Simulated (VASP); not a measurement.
# Be (Fd-3m) in VASP: single point with PBE

Aim: the single point of Be with PBE.

All numbers are computed with VASP 6.6.1; they aren't measurements. Logs are shortened: lines on timing, memory, paths and dates and some standing lists are left out, and cuts for length are marked.

### Step 1. The cell of the first run

Symmetry: Fd-3m, No. 227, cubic system. Conventional cell: a = 4.904 Å, b = 4.904 Å, c = 4.904 Å, α = 90.00°, β = 90.00°, γ = 90.00°. Be (site symmetry -43m) has 4 Be at 2.12 Å within 2.8 Å.

### Step 2. Single point, PBE

Contents of INCAR:

```
SYSTEM = Be
PREC = Accurate
ENCUT = 520
EDIFF = 1E-6
ISMEAR = -1
SIGMA = 0.13605693000000002
LREAL = .FALSE.
LASPH = .TRUE.
NELM = 80
ALGO = Normal
ISIF = 2
LWAVE = .FALSE.
LCHARG = .FALSE.
GGA = PE
NBANDS = 9
```

Contents of KPOINTS:

```
regular mesh
0
G
  9 9 9
  0 0 0
```

Contents of POSCAR:

```
Be
1.0
    0.0000000000      2.4520460487      2.4520460487
    2.4520460487      0.0000000000      2.4520460487
    2.4520460487      2.4520460487      0.0000000000
Be
2
Direct
    0.0000000000      0.0000000000      0.0000000000
    0.2500000000      0.2500000000      0.2500000000
```

Potentials or basis: VASP PAW PBE potentials, release 64 (Be).

Started as:

```
cat potpaw_PBE.64/Be/POTCAR > POTCAR
mpirun -np 1 vasp_std > vasp.out
```

OUTCAR:

```text
SYSTEM = Be
   PREC = Accurate
   ENCUT = 520
   EDIFF = 1E-6
   ISMEAR = -1
   LREAL = .FALSE.
   LASPH = .TRUE.
   NELM = 80
   ISIF = 2
   GGA = PE

 ion  position               nearest neighbor table
   1  0.000  0.000  0.000-   2 2.12   2 2.12   2 2.12   2 2.12
   2  0.250  0.250  0.250-   1 2.12   1 2.12   1 2.12   1 2.12

  LATTYP: Found a face centered cubic cell.
 ALAT       =     4.9040920974

  Lattice vectors:

 A1 = (   0.0000000000,   2.4520460487,   2.4520460487)
 A2 = (   2.4520460487,   0.0000000000,   2.4520460487)
 A3 = (   2.4520460487,   2.4520460487,   0.0000000000)

Analysis of symmetry for initial positions (statically):
=====================================================================
 Subroutine PRICEL returns:
 Original cell was already a primitive cell.

 Routine SETGRP: Setting up the symmetry group for a
 face centered cubic supercell.

 Subroutine GETGRP returns: Found 48 space group operations
 (whereof 24 operations were pure point group operations)
 out of a pool of 48 trial point group operations.

The static configuration has the point symmetry T_d .
 The point group associated with its full space group is O_h .

Analysis of symmetry for dynamics (positions and initial velocities):
=====================================================================
 Subroutine PRICEL returns:
 Original cell was already a primitive cell.

 Routine SETGRP: Setting up the symmetry group for a
 face centered cubic supercell.

 Subroutine GETGRP returns: Found 48 space group operations
 (whereof 24 operations were pure point group operations)
 out of a pool of 48 trial point group operations.

The dynamic configuration has the point symmetry T_d .
 The point group associated with its full space group is O_h .

 Subroutine INISYM returns: Found 48 space group operations
 (whereof 24 operations are pure point group operations),
 and found     1 'primitive' translations

----------------------------------------------------------------------------------------

                                     Primitive cell

  volume of cell :      29.4860

  direct lattice vectors                    reciprocal lattice vectors
     0.000000000  2.452046049  2.452046049    -0.203911342  0.203911342  0.203911342
     2.452046049  0.000000000  2.452046049     0.203911342 -0.203911342  0.203911342
     2.452046049  2.452046049  0.000000000     0.203911342  0.203911342 -0.203911342

[... 82 lines left out ...]
   NELM   =     80;   NELMIN=  2; NELMDL= -5     # of ELM steps
   EDIFF  = 0.1E-05   stopping-criterion for ELM
   LREAL  =      F    real-space projection
   EDIFFG = 0.1E-04   stopping-criterion for IOM
   NSW    =      0    number of steps for IOM
   IBRION =     -1    ionic relax: 0-MD 1-quasi-New 2-CG
   NFREE  =      0    steps in history (QN), initial steepest desc. (CG)
   ISIF   =      2    stress and relaxation
   ISYM   =      2    0-nonsym 1-usesym 2-fastsym
   POTIM  = 0.5000    time-step for ionic-motion
   TEBEG  =    0.0;   TEEND  =   0.0 temperature during run
   PSTRESS=    0.0 pullay stress
   NELECT =       4.0000    total number of electrons
   NUPDOWN=      -1.0000    fix difference up-down
   EMIN   =  10.00;   EMAX   =-10.00  energy-range for DOS
   EFERMI =   0.00;   METHOD = LEGACY
   ISMEAR =    -1;   SIGMA  =   0.14  broadening in eV -4-tet -1-fermi 0-gaus
   EFERMI_NEDOS =   21; number of points for ismear=-14 and -15
   IALGO  =     38    algorithm
   IMIX   =      4    mixing-type and parameters
     AMIX     =   0.40;   BMIX     =  1.00
     AMIX_MAG =   1.60;   BMIX_MAG =  1.00
  volume/ion in A,a.u.               =      14.74        99.49
  Fermi-wavevector in a.u.,A,eV,Ry     =   0.841181  1.589602  9.627289  0.707586
  Thomas-Fermi vector in A             =   1.955684
   LORBIT       =      0    0 simple, 1 ext, 2 COOP (PROOUT), +10 PAW based schemes
   GGA     = PE    functional components
   LHFCALC =     F    Hartree Fock is set to
   AEXX    =    0.0000 exact exchange contribution
   IVDW    =     0    specifies the selected vdW correction
   LEPSILON=     F    determine dielectric tensor
   LRPA    =     F    only Hartree local field effects (RPA)
 non-spin polarized calculation
  energy-cutoff  :      520.00
  volume of cell :       29.49
 maximum number of plane-waves:       821
 NGX is ok and might be reduce to    28
   NGX = 13   NGY = 13   NGZ = 13

 number of electron       4.0000000 magnetization

 Free energy of the ion-electron system (eV)
  ---------------------------------------------------
  ext. energy  EPLUGINS =         0.00000000
  ---------------------------------------------------
  free energy    TOTEN  =        -4.29360452 eV

  energy without entropy =       -4.23756240  energy(sigma->0) =       -4.26558346

 E-fermi :   1.7766     XC(G=0):  -8.5349

 val. band max:        1.7457398240   @ k =   0.3333   0.1111   0.0000
 cond. band min:       1.7951006570   @ k =  -0.4444   0.4444   0.0000
 fundamental gap:      0.0493608330
 Fermi energy:         1.7765533007

 k-point     1 :       0.0000    0.0000    0.0000
  band No.  band energies     occupation
      1      -5.5107      2.00000
      2       6.5139      0.00000
      3       6.5139      0.00000
      4       6.5139      0.00000
      5       9.0418      0.00000
      6       9.0418      0.00000
      7       9.0418      0.00000
      8      15.7203      0.00000
      9      16.0894      0.00000
[... 265 lines left out ...]
 k-point    24 :       0.4444    0.4444    0.0000
  band No.  band energies     occupation
      1      -1.6227      2.00000
      2       0.4334      1.99990
      3       2.5684      0.00592
      4       2.5684      0.00592
      5       7.8630      0.00000
      6       8.1617      0.00000
      7      16.5737      0.00000
      8      16.5737      0.00000
      9      19.9843      0.00000

 [... further k-points ...]
[... 5 lines left out ...]
  --------------------------------------------------------------------------------------
  -------------------------------------------------------------------------------------
  Total       -0.0124806     -0.0124806     -0.0124806     -0.0000000     -0.0000000      0.0000000
  in kB       -0.6781595     -0.6781595     -0.6781595     -0.0000000     -0.0000000      0.0000000
  external PRESSURE =      -0.6781595 kB  Pullay stress =       0.0000000 kB

 VOLUME and BASIS-vectors are now :
 -----------------------------------------------------------------------------
  energy-cutoff  :      520.00
  volume of cell :       29.49
      direct lattice vectors                 reciprocal lattice vectors
     0.000000000  2.452046049  2.452046049    -0.203911342  0.203911342  0.203911342
     2.452046049  0.000000000  2.452046049     0.203911342 -0.203911342  0.203911342
     2.452046049  2.452046049  0.000000000     0.203911342  0.203911342 -0.203911342

 POSITION                                       TOTAL-FORCE (eV/Angst)
 -----------------------------------------------------------------------------------
      0.00000      0.00000      0.00000        -0.000000     -0.000000     -0.000000
      1.22602      1.22602      1.22602         0.000000      0.000000      0.000000
 -----------------------------------------------------------------------------------
    total drift:                                0.000000      0.000000     -0.000000

  FREE ENERGIE OF THE ION-ELECTRON SYSTEM (eV)
  ---------------------------------------------------
  free  energy   TOTEN  =        -4.2936045164 eV

  energy  without entropy=       -4.2375623981  energy(sigma->0) =       -4.26558346
```

Run time: 16 s. Hardware: 1 thread of AMD EPYC 7R43 (Zen 3), shared host; peak memory 0.11 GiB.

What came out:

| Quantity | Value |
| --- | --- |
| Free energy | -4.2936 eV |
| Pressure | -0.1 GPa |
| Band gap on the k mesh | zero (band 2 reaches 6.51 eV, above the bottom of band 3 at 0.51 eV) |

Levels at points of the mesh, in eV from the Fermi level:
```tsv
k point	band 1	band 2	band 3	band 4	band 5	band 6
(0.00, 0.00, 0.00)	-7.29	4.74	4.74	4.74	7.27	7.27
```
